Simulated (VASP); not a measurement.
# HgTe (rocksalt type) (Fm-3m) in VASP: further runs, part 2 of 2

VASP 6.6.1. The steps go on from the part before.

### 3 Single point, LDA

The input, INCAR:

```
SYSTEM = HgTe
ALGO = Normal ; EDIFF = 1E-6
ENCUT = 520 ; GGA = CA
ISIF = 2 ; ISMEAR = -1
LASPH = .True. ; LCHARG = .False.
LREAL = .False. ; LWAVE = .False.
NBANDS = 16 ; NELM = 60
PREC = Accurate ; SIGMA = 0.05
```

The input, KPOINTS:

```
k-points
0
Gamma
  12 12 12
  0 0 0
```

The input, POSCAR:

```
HgTe
1.0
    0.0000000000      2.9723815988      2.9723815988
    2.9723815988      0.0000000000      2.9723815988
    2.9723815988      2.9723815988      0.0000000000
Hg Te
1 1
Direct
    0.0000000000      0.0000000000      0.0000000000
    0.5000000000      0.5000000000      0.5000000000
```

Potentials or basis: VASP PAW LDA potentials, release 64 (Hg, Te).

The run is started by

```bash
$ cat potpaw_LDA.64/Hg/POTCAR potpaw_LDA.64/Te/POTCAR > POTCAR
$ mpirun -np 1 vasp_std > vasp.out
```

OUTCAR:

```text
SYSTEM = HgTe
   EDIFF = 1E-6
   ENCUT = 520
   GGA = CA
   ISIF = 2
   ISMEAR = -1
   LASPH = .True.
   LREAL = .False.
   NELM = 60
   PREC = Accurate

 ion  position               nearest neighbor table
   1  0.000  0.000  0.000-   2 2.97   2 2.97   2 2.97   2 2.97   2 2.97   2 2.97
   2  0.500  0.500  0.500-   1 2.97   1 2.97   1 2.97   1 2.97   1 2.97   1 2.97

  LATTYP: Found a face centered cubic cell.
 ALAT       =     5.9447631976

  Lattice vectors:

 A1 = (   0.0000000000,   2.9723815988,   2.9723815988)
 A2 = (   2.9723815988,   0.0000000000,   2.9723815988)
 A3 = (   2.9723815988,   2.9723815988,   0.0000000000)

Analysis of symmetry for initial positions (statically):
=====================================================================
 Subroutine PRICEL returns:
 Original cell was already a primitive cell.

 Routine SETGRP: Setting up the symmetry group for a
 face centered cubic supercell.

 Subroutine GETGRP returns: Found 48 space group operations
 (whereof 48 operations were pure point group operations)
 out of a pool of 48 trial point group operations.

The static configuration has the point symmetry O_h .

Analysis of symmetry for dynamics (positions and initial velocities):
=====================================================================
 Subroutine PRICEL returns:
 Original cell was already a primitive cell.

 Routine SETGRP: Setting up the symmetry group for a
 face centered cubic supercell.

 Subroutine GETGRP returns: Found 48 space group operations
 (whereof 48 operations were pure point group operations)
 out of a pool of 48 trial point group operations.

The dynamic configuration has the point symmetry O_h .

 Subroutine INISYM returns: Found 48 space group operations
 (whereof 48 operations are pure point group operations),
 and found     1 'primitive' translations

----------------------------------------------------------------------------------------

                                     Primitive cell

  volume of cell :      52.5223

  direct lattice vectors                    reciprocal lattice vectors
     0.000000000  2.972381599  2.972381599    -0.168215279  0.168215279  0.168215279
     2.972381599  0.000000000  2.972381599     0.168215279 -0.168215279  0.168215279
     2.972381599  2.972381599  0.000000000     0.168215279  0.168215279 -0.168215279

  length of vectors
     4.203582370  4.203582370  4.203582370     0.291357410  0.291357410  0.291357410

  position of ions in fractional coordinates (direct lattice)
     0.000000000  0.000000000  0.000000000
     0.500000000  0.500000000  0.500000000

  ion indices of the primitive-cell ions
   primitive index   ion index
                 1           1
                 2           2

----------------------------------------------------------------------------------------

 KPOINTS: k-points

Automatic generation of k-mesh.
 Grid dimensions read from file:
 generate k-points for:   12   12   12

 Generating k-lattice:

  Cartesian coordinates                     Fractional coordinates (reciprocal lattice)
    -0.014017940  0.014017940  0.014017940     0.083333333  0.000000000  0.000000000
     0.014017940 -0.014017940  0.014017940     0.000000000  0.083333333  0.000000000
     0.014017940  0.014017940 -0.014017940     0.000000000  0.000000000  0.083333333

  Length of vectors
     0.024279784  0.024279784  0.024279784

  Shift w.r.t. Gamma in fractional coordinates (k-lattice)
     0.000000000  0.000000000  0.000000000

 Subroutine IBZKPT returns following result:
 ===========================================

 Found     72 irreducible k-points:

 Following reciprocal coordinates:
            Coordinates               Weight
  0.000000  0.000000  0.000000      1.000000
  0.083333  0.000000  0.000000      8.000000
  0.166667  0.000000  0.000000      8.000000
  0.250000  0.000000  0.000000      8.000000
  0.333333  0.000000  0.000000      8.000000
  0.416667  0.000000  0.000000      8.000000
[... 16 lines left out ...]
  0.500000  0.166667  0.000000     24.000000
 -0.416667  0.166667  0.000000     24.000000
 [... further k-points ...]
   k-points           NKPTS =     72   k-points in BZ     NKDIM =     72   number of bands    NBANDS=     16
   number of dos      NEDOS =    301   number of ions     NIONS =      2
   total plane-waves  NPLWV =  32768
   dimension x,y,z NGX =    32 NGY =   32 NGZ =   32
   dimension x,y,z NGXF=    64 NGYF=   64 NGZF=   64
   ions per type =               1   1
   NGX,Y,Z   is equivalent  to a cutoff of  12.66, 12.66, 12.66 a.u.
   NGXF,Y,Z  is equivalent  to a cutoff of  25.31, 25.31, 25.31 a.u.
 SYSTEM =  HgTe
   PREC   = accura    normal or accurate (medium, high low for compatibility)
   ISTART =      0    job   : 0-new  1-cont  2-samecut
   ICHARG =      2    charge: 1-file 2-atom 10-const
   ISPIN  =      1    spin polarized calculation?
   LNONCOLLINEAR =      F non collinear calculations
   LSORBIT =      F    spin-orbit coupling
   LASPH  =      T    aspherical Exc in radial PAW
   ENCUT  =  520.0 eV  38.22 Ry    6.18 a.u.   7.82  7.82  7.82*2*pi/ulx,y,z
   NELM   =     60;   NELMIN=  2; NELMDL= -5     # of ELM steps
   EDIFF  = 0.1E-05   stopping-criterion for ELM
   LREAL  =      F    real-space projection
[... 7 lines left out ...]
   TEBEG  =    0.0;   TEEND  =   0.0 temperature during run
   PSTRESS=    0.0 pullay stress
   NELECT =      18.0000    total number of electrons
   NUPDOWN=      -1.0000    fix difference up-down
   EMIN   =  10.00;   EMAX   =-10.00  energy-range for DOS
   EFERMI =   0.00;   METHOD = LEGACY
   ISMEAR =    -1;   SIGMA  =   0.05  broadening in eV -4-tet -1-fermi 0-gaus
   EFERMI_NEDOS =   21; number of points for ismear=-14 and -15
   IALGO  =     38    algorithm
   IMIX   =      4    mixing-type and parameters
     AMIX     =   0.40;   BMIX     =  1.00
     AMIX_MAG =   1.60;   BMIX_MAG =  1.00
  volume/ion in A,a.u.               =      26.26       177.22
  Fermi-wavevector in a.u.,A,eV,Ry     =   1.145648  2.164960 17.857766  1.312509
  Thomas-Fermi vector in A             =   2.282335
   LORBIT       =      0    0 simple, 1 ext, 2 COOP (PROOUT), +10 PAW based schemes
   GGA     = CA    functional components
   LHFCALC =     F    Hartree Fock is set to
   AEXX    =    0.0000 exact exchange contribution
   IVDW    =     0    specifies the selected vdW correction
   LEPSILON=     F    determine dielectric tensor
   LRPA    =     F    only Hartree local field effects (RPA)
 non-spin polarized calculation
  energy-cutoff  :      520.00
  volume of cell :       52.52
 maximum number of plane-waves:      1428
   NGX = 15   NGY = 15   NGZ = 15

 number of electron      17.9999998 magnetization

 Free energy of the ion-electron system (eV)
  ---------------------------------------------------
  ext. energy  EPLUGINS =         0.00000000
  ---------------------------------------------------
  free energy    TOTEN  =        -4.91257943 eV

  energy without entropy =       -4.90261202  energy(sigma->0) =       -4.90759573

 E-fermi :   5.0942     XC(G=0): -10.5032

 val. band max:        5.0399078667   @ k =   0.4167   0.1667   0.0833
 cond. band min:       5.0942276974   @ k =   0.4167   0.2500   0.0000
 fundamental gap:      0.0543198306
 Fermi energy:         5.0942268865

 k-point     1 :       0.0000    0.0000    0.0000
  band No.  band energies     occupation
      1      -7.5103      2.00000
      2      -1.8945      2.00000
      3      -1.8945      2.00000
      4      -1.8279      2.00000
      5      -1.8279      2.00000
      6      -1.8279      2.00000
[... 8 lines left out ...]
     15      12.9918      0.00000
     16      12.9964      0.00000

 k-point     2 :       0.0833    0.0000    0.0000
  band No.  band energies     occupation
      1      -7.4407      2.00000
      2      -1.9224      2.00000
      3      -1.9224      2.00000
      4      -1.8386      2.00000
      5      -1.8176      2.00000
      6      -1.8176      2.00000
[... 8 lines left out ...]
     15      13.1401      0.00000
     16      13.1401      0.00000
[... 387 lines left out ...]
      5      -1.6161      2.00000
      6      -1.6024      2.00000
[... 8 lines left out ...]
     15      16.3467      0.00000
     16      16.8640      0.00000

 k-point    24 :      -0.4167    0.1667    0.0000
  band No.  band energies     occupation
      1      -6.0713      2.00000
      2      -2.3530      2.00000
      3      -2.2558      2.00000
      4      -2.0518      2.00000
      5      -1.6178      2.00000
      6      -1.5892      2.00000
[... 8 lines left out ...]
     15      15.3850      0.00000
     16      16.0182      0.00000

 [... further k-points ...]

------------------------ aborting loop because EDIFF is reached ----------------------------------------

  FORCE on cell =-STRESS in cart. coord.  units (eV):
  Direction    XX          YY          ZZ          XY          YZ          ZX
  --------------------------------------------------------------------------------------
  -------------------------------------------------------------------------------------
  Total        0.1451713      0.1451713      0.1451713     -0.0000000      0.0000000     -0.0000000
  in kB        4.4284080      4.4284080      4.4284080     -0.0000000      0.0000000     -0.0000000
  external PRESSURE =       4.4284080 kB  Pullay stress =       0.0000000 kB

 VOLUME and BASIS-vectors are now :
 -----------------------------------------------------------------------------
  energy-cutoff  :      520.00
  volume of cell :       52.52
      direct lattice vectors                 reciprocal lattice vectors
     0.000000000  2.972381599  2.972381599    -0.168215279  0.168215279  0.168215279
     2.972381599  0.000000000  2.972381599     0.168215279 -0.168215279  0.168215279
     2.972381599  2.972381599  0.000000000     0.168215279  0.168215279 -0.168215279

 POSITION                                       TOTAL-FORCE (eV/Angst)
 -----------------------------------------------------------------------------------
      0.00000      0.00000      0.00000         0.000000     -0.000000      0.000000
      2.97238      2.97238      2.97238        -0.000000      0.000000     -0.000000
 -----------------------------------------------------------------------------------
    total drift:                                0.000000     -0.000000     -0.000000

  FREE ENERGIE OF THE ION-ELECTRON SYSTEM (eV)
  ---------------------------------------------------
  free  energy   TOTEN  =        -4.9125794309 eV

  energy  without entropy=       -4.9026120246  energy(sigma->0) =       -4.90759573
```

OSZICAR:

```text
N       E                     dE             d eps       ncg     rms          rms(c)
DAV:   1     0.104332444052E+03    0.10433E+03   -0.83910E+03  2328   0.101E+03
DAV:   2    -0.175580202055E+01   -0.10609E+03   -0.98522E+02  2736   0.234E+02
DAV:   3    -0.511326622851E+01   -0.33575E+01   -0.33442E+01  2904   0.427E+01
DAV:   4    -0.513727001368E+01   -0.24004E-01   -0.24002E-01  3016   0.346E+00
DAV:   5    -0.513760958751E+01   -0.33957E-03   -0.33957E-03  3016   0.348E-01    0.867E+00
DAV:   6    -0.492467455328E+01    0.21294E+00   -0.42059E-01  2848   0.881E+00    0.660E+00
DAV:   7    -0.491507231791E+01    0.96022E-02   -0.69089E-02  2840   0.185E+00    0.222E+00
DAV:   8    -0.491284897508E+01    0.22233E-02   -0.69939E-03  2592   0.989E-01    0.496E-01
DAV:   9    -0.491257797224E+01    0.27100E-03   -0.47459E-04  3000   0.238E-01    0.571E-02
DAV:  10    -0.491257854781E+01   -0.57557E-06   -0.39484E-05  2720   0.561E-02    0.346E-02
DAV:  11    -0.491257943093E+01   -0.88312E-06   -0.37412E-06  2936   0.120E-02
   1 F= -.49125794E+01 E0= -.49075957E+01  d E =-.996741E-02
```

stdout:

```text
POSCAR found type information on POSCAR HgTe
 POSCAR found :  2 types and       2 ions
 scaLAPACK will be used
 LDA part: xc-table for (Slater(with rela. corr.)+CA(PZ))
 , standard interpolation
 POSCAR, INCAR and KPOINTS ok, starting setup
 FFT: planning ... GRIDC
 FFT: planning ... GRID_SOFT
 FFT: planning ... GRID
 WAVECAR not read
 entering main loop
```

Run time: 17 s. Hardware: 1 thread of Intel Xeon 6975P-C (Granite Rapids), shared host; peak memory 0.2 GiB.

Results:

```yaml
Free_energy: -4.9126 eV
Pressure: 0.4 GPa
Band_gap_on_the_k_mesh: zero (band 9 reaches 5.49 eV, above the bottom of band 10 at 2.54 eV)
```

Levels at points of the mesh, in eV from the Fermi level:
```
           k point  band 6  band 7  band 8  band 9  band 10  band 11  band 12  band 13
(0.00, 0.00, 0.00)   -6.92   -0.79   -0.79   -0.79    -0.70     7.70     7.70     7.70
(0.50, 0.00, 0.00)   -6.71   -5.82    0.40    0.40     2.49     3.83     3.83     4.07
(0.50, 0.50, 0.00)   -5.90   -4.78   -2.89   -2.56    -2.56     4.74     9.53     9.53
```

Caveat: spin-orbit coupling is left out, which moves the levels of the heavy elements.

### 4 Single point, LDA (volume scaled by 1, core large)

The input, INCAR:

```
PREC = Accurate
ENCUT = 520
EDIFF = 1E-6
ISMEAR = -1
SIGMA = 0.05
LREAL = F
LASPH = T
NELM = 100
ALGO = Normal
ISIF = 2
LWAVE = F
LCHARG = T
LELF = T
LVHAR = T
NBANDS = 16
```

The input, KPOINTS:

```
regular mesh
0
Gamma
  12 12 12
```

POSCAR is that of step 3.

The run is started by

```bash
$ cat potpaw_LDA.64/Hg/POTCAR potpaw_LDA.64/Te/POTCAR > POTCAR
$ mpirun -np 1 vasp_std > vasp.out
```

Wall time 19 s (1 thread of Intel Xeon 6975P-C (Granite Rapids), shared host); peak memory 0.2 GiB.

It converged, with:

```yaml
Free_energy: -4.9126 eV
Pressure: 0.4 GPa
Band_gap_on_the_k_mesh: zero (band 9 reaches 5.49 eV, above the bottom of band 10 at 2.54 eV)
```

Levels at points of the mesh, in eV from the Fermi level:
```
           k point  band 7  band 8  band 9  band 10  band 11  band 12
(0.00, 0.00, 0.00)   -0.79   -0.79   -0.79    -0.70     7.70     7.70
(0.50, 0.00, 0.00)   -5.82    0.40    0.40     2.49     3.83     3.83
(0.50, 0.50, 0.00)   -4.78   -2.89   -2.56    -2.56     4.74     9.53
```

Caveat: spin-orbit coupling is left out, which moves the levels of the heavy elements.
